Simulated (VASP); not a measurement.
# Ga4As3P (P4/mmm) in VASP: single point with PBE

Aim: the single point of Ga4As3P with PBE.

Everything below comes from runs of VASP 6.6.1. Logs are shortened: lines on timing, memory, paths and dates and some standing lists are left out, and cuts for length are marked.

## 1. The cell of the first run

It takes space group P4/mmm (No. 123, tetragonal). Conventional cell: a = 4.588 Å, b = 4.588 Å, c = 8.795 Å, α = 90.00°, β = 90.00°, γ = 90.00°. Ga (site symmetry 2mm) has 4 As at 2.70 to 2.87 Å and 2 P at 2.87 Å and 5 Ga at 3.24 to 3.44 Å within 3.6 Å. Within 3.8 Å of P (site symmetry 4/mmm) lie 8 Ga at 2.87 Å and 4 As at 3.24 Å. As (site symmetry 4mm) has 2 As at 2.50 to 3.15 Å and 4 Ga at 2.70 Å within 3.3 Å. Within 3.8 Å of As (site symmetry 4/mmm) lie 8 Ga at 2.87 Å and 2 As at 3.15 Å and 4 P at 3.24 Å.

The cell was generated, and may not be a known phase.

## 2. Single point, PBE

Contents of INCAR:

```
SYSTEM = Ga4As3P
PREC = Accurate
ENCUT = 520
EDIFF = 1E-6
ISMEAR = 0
SIGMA = 0.2
LREAL = .FALSE.
LASPH = .TRUE.
NELM = 60
ALGO = Normal
ISIF = 2
LWAVE = .FALSE.
LCHARG = .FALSE.
GGA = PE
NBANDS = 46
```

Contents of KPOINTS:

```
Automatic mesh
0
G
  3 3 3
  0 0 0
```

Contents of POSCAR:

```
Ga4As3P
1.0
    4.5878239236      0.0000000000      0.0000000000
    0.0000000000      4.5878239236      0.0000000000
    0.0000000000      0.0000000000      8.7952014270
Ga P As
4 1 3
Direct
    0.0000000000      0.5000000000      0.3041688221
    0.5000000000      0.0000000000      0.3041688221
    0.0000000000      0.5000000000      0.6958311779
    0.5000000000      0.0000000000      0.6958311779
    0.5000000000      0.5000000000      0.5000000000
    0.0000000000      0.0000000000      0.1422758955
    0.0000000000      0.0000000000      0.8577241045
    0.0000000000      0.0000000000      0.5000000000
```

Potentials or basis: VASP PAW PBE potentials, release 64 (Ga_d, P, As).

Run with:

```
$ cat potpaw_PBE.64/Ga_d/POTCAR potpaw_PBE.64/P/POTCAR potpaw_PBE.64/As/POTCAR > POTCAR
$ mpirun -np 1 vasp_std > vasp.out
```

OUTCAR:

```text
SYSTEM = Ga4As3P
   PREC = Accurate
   ENCUT = 520
   EDIFF = 1E-6
   ISMEAR = 0
   LREAL = .FALSE.
   LASPH = .TRUE.
   NELM = 60
   ISIF = 2
   GGA = PE

 ion  position               nearest neighbor table
   1  0.000  0.500  0.304-   6 2.70   6 2.70   8 2.87   5 2.87   8 2.87   5 2.87
   2  0.500  0.000  0.304-   6 2.70   6 2.70   8 2.87   5 2.87   5 2.87   8 2.87
   3  0.000  0.500  0.696-   7 2.70   7 2.70   8 2.87   5 2.87   8 2.87   5 2.87
   4  0.500  0.000  0.696-   7 2.70   7 2.70   8 2.87   5 2.87   5 2.87   8 2.87
   5  0.500  0.500  0.500-   1 2.87   2 2.87   3 2.87   4 2.87   2 2.87   4 2.87   1 2.87   3 2.87

   6  0.000  0.000  0.142-   7 2.50   2 2.70   1 2.70   1 2.70   2 2.70
   7  0.000  0.000  0.858-   6 2.50   4 2.70   3 2.70   3 2.70   4 2.70
   8  0.000  0.000  0.500-   1 2.87   2 2.87   3 2.87   4 2.87   1 2.87   3 2.87   2 2.87   4 2.87

  LATTYP: Found a simple tetragonal cell.
 ALAT       =     4.5878239236
 C/A-ratio  =     1.9170747556

  Lattice vectors:

 A1 = (   4.5878239236,   0.0000000000,   0.0000000000)
 A2 = (   0.0000000000,   4.5878239236,   0.0000000000)
 A3 = (   0.0000000000,   0.0000000000,   8.7952014270)

Analysis of symmetry for initial positions (statically):
=====================================================================
 Subroutine PRICEL returns:
 Original cell was already a primitive cell.

 Routine SETGRP: Setting up the symmetry group for a
 simple tetragonal supercell.

 Subroutine GETGRP returns: Found 16 space group operations
 (whereof 16 operations were pure point group operations)
 out of a pool of 16 trial point group operations.

The static configuration has the point symmetry D_4h.

Analysis of symmetry for dynamics (positions and initial velocities):
=====================================================================
 Subroutine PRICEL returns:
 Original cell was already a primitive cell.

 Routine SETGRP: Setting up the symmetry group for a
 simple tetragonal supercell.

 Subroutine GETGRP returns: Found 16 space group operations
 (whereof 16 operations were pure point group operations)
 out of a pool of 16 trial point group operations.

The dynamic configuration has the point symmetry D_4h.

 Subroutine INISYM returns: Found 16 space group operations
 (whereof 16 operations are pure point group operations),
 and found     1 'primitive' translations

----------------------------------------------------------------------------------------

                                     Primitive cell

  volume of cell :     185.1225

  direct lattice vectors                    reciprocal lattice vectors
     4.587823924  0.000000000  0.000000000     0.217968260  0.000000000  0.000000000
     0.000000000  4.587823924  0.000000000     0.000000000  0.217968260  0.000000000
     0.000000000  0.000000000  8.795201427     0.000000000  0.000000000  0.113698362

  length of vectors
     4.587823924  4.587823924  8.795201427     0.217968260  0.217968260  0.113698362

  position of ions in fractional coordinates (direct lattice)
     0.000000000  0.500000000  0.304168822
     0.500000000  0.000000000  0.304168822
     0.000000000  0.500000000  0.695831178
     0.500000000  0.000000000  0.695831178
     0.500000000  0.500000000  0.500000000
     0.000000000  0.000000000  0.142275895
     0.000000000  0.000000000  0.857724105
     0.000000000  0.000000000  0.500000000

  ion indices of the primitive-cell ions
   primitive index   ion index
                 1           1
                 2           2
                 3           3
                 4           4
                 5           5
                 6           6
                 7           7
                 8           8

----------------------------------------------------------------------------------------

 KPOINTS: Automatic mesh

Automatic generation of k-mesh.
 Grid dimensions read from file:
 generate k-points for:    3    3    3

 Generating k-lattice:

  Cartesian coordinates                     Fractional coordinates (reciprocal lattice)
     0.072656087  0.000000000  0.000000000     0.333333333  0.000000000  0.000000000
     0.000000000  0.072656087  0.000000000     0.000000000  0.333333333  0.000000000
     0.000000000  0.000000000  0.037899454     0.000000000  0.000000000  0.333333333

  Length of vectors
     0.072656087  0.072656087  0.037899454

  Shift w.r.t. Gamma in fractional coordinates (k-lattice)
     0.000000000  0.000000000  0.000000000

 Subroutine IBZKPT returns following result:
 ===========================================

 Found      6 irreducible k-points:

 Following reciprocal coordinates:
            Coordinates               Weight
  0.000000  0.000000  0.000000      1.000000
  0.333333  0.000000  0.000000      4.000000
  0.333333  0.333333  0.000000      4.000000
  0.000000  0.000000  0.333333      2.000000
  0.333333  0.000000  0.333333      8.000000
  0.333333  0.333333  0.333333      8.000000
   k-points           NKPTS =      6   k-points in BZ     NKDIM =      6   number of bands    NBANDS=     46
   number of dos      NEDOS =    301   number of ions     NIONS =      8
   total plane-waves  NPLWV =  90720
   dimension x,y,z NGX =    36 NGY =   36 NGZ =   70
   dimension x,y,z NGXF=    72 NGYF=   72 NGZF=  140
   ions per type =               4   1   3
   NGX,Y,Z   is equivalent  to a cutoff of  13.05, 13.05, 13.23 a.u.
   NGXF,Y,Z  is equivalent  to a cutoff of  26.09, 26.09, 26.46 a.u.
 SYSTEM =  Ga4As3P
   PREC   = accura    normal or accurate (medium, high low for compatibility)
   ISTART =      0    job   : 0-new  1-cont  2-samecut
   ICHARG =      2    charge: 1-file 2-atom 10-const
   ISPIN  =      1    spin polarized calculation?
   LNONCOLLINEAR =      F non collinear calculations
   LSORBIT =      F    spin-orbit coupling
   LASPH  =      T    aspherical Exc in radial PAW
   ENCUT  =  520.0 eV  38.22 Ry    6.18 a.u.   8.53  8.53 16.35*2*pi/ulx,y,z
   NELM   =     60;   NELMIN=  2; NELMDL= -5     # of ELM steps
   EDIFF  = 0.1E-05   stopping-criterion for ELM
   LREAL  =      F    real-space projection
   EDIFFG = 0.1E-04   stopping-criterion for IOM
   NSW    =      0    number of steps for IOM
   IBRION =     -1    ionic relax: 0-MD 1-quasi-New 2-CG
   NFREE  =      0    steps in history (QN), initial steepest desc. (CG)
   ISIF   =      2    stress and relaxation
   ISYM   =      2    0-nonsym 1-usesym 2-fastsym
   POTIM  = 0.5000    time-step for ionic-motion
   TEBEG  =    0.0;   TEEND  =   0.0 temperature during run
   PSTRESS=    0.0 pullay stress
   NELECT =      72.0000    total number of electrons
   NUPDOWN=      -1.0000    fix difference up-down
   EMIN   =  10.00;   EMAX   =-10.00  energy-range for DOS
   EFERMI =   0.00;   METHOD = LEGACY
   ISMEAR =     0;   SIGMA  =   0.20  broadening in eV -4-tet -1-fermi 0-gaus
   EFERMI_NEDOS =   21; number of points for ismear=-14 and -15
   IALGO  =     38    algorithm
   IMIX   =      4    mixing-type and parameters
     AMIX     =   0.40;   BMIX     =  1.00
     AMIX_MAG =   1.60;   BMIX_MAG =  1.00
  volume/ion in A,a.u.               =      23.14       156.16
  Fermi-wavevector in a.u.,A,eV,Ry     =   1.194994  2.258212 19.429281  1.428012
  Thomas-Fermi vector in A             =   2.330971
   LORBIT       =      0    0 simple, 1 ext, 2 COOP (PROOUT), +10 PAW based schemes
   GGA     = PE    functional components
   LHFCALC =     F    Hartree Fock is set to
   AEXX    =    0.0000 exact exchange contribution
   IVDW    =     0    specifies the selected vdW correction
   LEPSILON=     F    determine dielectric tensor
   LRPA    =     F    only Hartree local field effects (RPA)
 non-spin polarized calculation
 Gauss-broadening in eV      SIGMA  =   0.20
  energy-cutoff  :      520.00
  volume of cell :      185.12
 maximum number of plane-waves:      5013
 NGX is ok and might be reduce to    36
   NGX = 17   NGY = 17   NGZ = 33

 number of electron      72.0000028 magnetization

 Free energy of the ion-electron system (eV)
  ---------------------------------------------------
  ext. energy  EPLUGINS =         0.00000000
  ---------------------------------------------------
  free energy    TOTEN  =       -29.63408494 eV

  energy without entropy =      -29.56764257  energy(sigma->0) =      -29.60086376

 E-fermi :   3.9215     XC(G=0):  -9.4538

 val. band max:        3.8143790246   @ k =   0.3333   0.3333   0.3333
 cond. band min:       4.5424663788   @ k =   0.0000   0.0000   0.0000
 fundamental gap:      0.7280873542
 Fermi energy:         3.9214538291

 k-point     1 :       0.0000    0.0000    0.0000
  band No.  band energies     occupation
      1     -10.9438      2.00000
      2     -10.8983      2.00000
      3     -10.8679      2.00000
      4     -10.8641      2.00000
      5     -10.8175      2.00000
      6     -10.8175      2.00000
[... 38 lines left out ...]
     45       8.4379      0.00000
     46       8.4384      0.00000

 k-point     2 :       0.3333    0.0000    0.0000
  band No.  band energies     occupation
      1     -10.8802      2.00000
      2     -10.8520      2.00000
      3     -10.8264      2.00000
      4     -10.8259      2.00000
      5     -10.8219      2.00000
      6     -10.8019      2.00000
[... 38 lines left out ...]
     45       8.3001      0.00000
     46       8.7541      0.00000

 k-point     3 :       0.3333    0.3333    0.0000
  band No.  band energies     occupation
      1     -10.8765      2.00000
      2     -10.8472      2.00000
      3     -10.8319      2.00000
      4     -10.8280      2.00000
      5     -10.8247      2.00000
      6     -10.8228      2.00000
[... 38 lines left out ...]
     45       8.7875      0.00000
     46       9.1426      0.00000

 k-point     4 :       0.0000    0.0000    0.3333
  band No.  band energies     occupation
      1     -10.9366      2.00000
      2     -10.9047      2.00000
      3     -10.8679      2.00000
      4     -10.8641      2.00000
      5     -10.8171      2.00000
      6     -10.8171      2.00000
[... 38 lines left out ...]
     45       8.1134      0.00000
     46       8.9693      0.00000

 k-point     5 :       0.3333    0.0000    0.3333
  band No.  band energies     occupation
      1     -10.8760      2.00000
      2     -10.8579      2.00000
      3     -10.8258      2.00000
      4     -10.8228      2.00000
      5     -10.8219      2.00000
      6     -10.8016      2.00000
[... 38 lines left out ...]
     45       8.0139      0.00000
     46       8.4285      0.00000

 k-point     6 :       0.3333    0.3333    0.3333
  band No.  band energies     occupation
      1     -10.8702      2.00000
      2     -10.8463      2.00000
      3     -10.8362      2.00000
      4     -10.8316      2.00000
      5     -10.8238      2.00000
      6     -10.8229      2.00000
[... 38 lines left out ...]
     45       8.5491      0.00000
     46       9.5370      0.00000

------------------------ aborting loop because EDIFF is reached ----------------------------------------

  FORCE on cell =-STRESS in cart. coord.  units (eV):
  Direction    XX          YY          ZZ          XY          YZ          ZX
  --------------------------------------------------------------------------------------
  -------------------------------------------------------------------------------------
  Total        0.0996295      0.0996295      0.2156358      0.0000000      0.0000000      0.0000000
  in kB        0.8622623      0.8622623      1.8662599      0.0000000      0.0000000      0.0000000
  external PRESSURE =       1.1969282 kB  Pullay stress =       0.0000000 kB

 VOLUME and BASIS-vectors are now :
 -----------------------------------------------------------------------------
  energy-cutoff  :      520.00
  volume of cell :      185.12
      direct lattice vectors                 reciprocal lattice vectors
     4.587823924  0.000000000  0.000000000     0.217968260  0.000000000  0.000000000
     0.000000000  4.587823924  0.000000000     0.000000000  0.217968260  0.000000000
     0.000000000  0.000000000  8.795201427     0.000000000  0.000000000  0.113698362

 POSITION                                       TOTAL-FORCE (eV/Angst)
 -----------------------------------------------------------------------------------
      0.00000      2.29391      2.67523        -0.000000      0.000000     -0.000536
      2.29391      0.00000      2.67523        -0.000000     -0.000000     -0.000536
      0.00000      2.29391      6.11998        -0.000000      0.000000      0.000536
      2.29391      0.00000      6.11998        -0.000000     -0.000000      0.000536
      2.29391      2.29391      4.39760        -0.000000     -0.000000      0.000000
      0.00000      0.00000      1.25135         0.000000     -0.000000      0.005094
      0.00000      0.00000      7.54386        -0.000000     -0.000000     -0.005094
      0.00000      0.00000      4.39760        -0.000000     -0.000000      0.000000
 -----------------------------------------------------------------------------------
    total drift:                                0.000000     -0.000000      0.000000

  FREE ENERGIE OF THE ION-ELECTRON SYSTEM (eV)
  ---------------------------------------------------
  free  energy   TOTEN  =       -29.6340849441 eV

  energy  without entropy=      -29.5676425742  energy(sigma->0) =      -29.60086376
```

It took 2.3 min on 1 thread of Intel Xeon 8259CL, shared host; peak memory 0.26 GiB.

What came out:

- Free energy: -29.6341 eV
- Pressure: 0.1 GPa
- Largest force: 0.005 eV/Å
- Band gap on the k mesh: zero (bands 36 and 37 overlap by 1.14 eV)

Forces in eV/Å, atoms in the order of the input:
```
Ga   0.000  0.000 -0.001
Ga   0.000  0.000 -0.001
Ga   0.000  0.000  0.001
Ga   0.000  0.000  0.001
P    0.000  0.000  0.000
As   0.000  0.000  0.005
As   0.000  0.000 -0.005
As   0.000  0.000  0.000
```

Caveat: the k points lie up to 0.46 Å⁻¹ apart, too coarse for converged energies and pressures of a metal.

The gap in the log of VASP goes by the Fermi energy; the results here count the filled bands.